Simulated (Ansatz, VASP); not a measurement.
One calculation of F, two programs

```
F
1.0
     0.00000    1.69408    1.69408
     1.69408    0.00000    1.69408
     1.69408    1.69408    0.00000
F
1
Cartesian
  0.0000 0.0000 0.0000
```

Change from the starting cell: volume scaled by 0.96.

Alike in both runs: task single point; functional PBE; k mesh 16 × 16 × 16; occupations fermi-dirac, width 0.05 eV; no spin polarisation.

|  | VASP | Ansatz |
| --- | --- | --- |
| version | VASP 6.6.1 | Ansatz 0.2.0 |
| potentials or method | VASP PAW PBE potentials, release 64 (F), cutoff 520 eV | all-electron LAPW, scalar-relativistic |

```csv
,VASP,Ansatz,Ansatz less VASP
pressure (GPa),1.7,2.3,+0.61
```

Ansatz ran all-electron here, and VASP with PAW potentials.
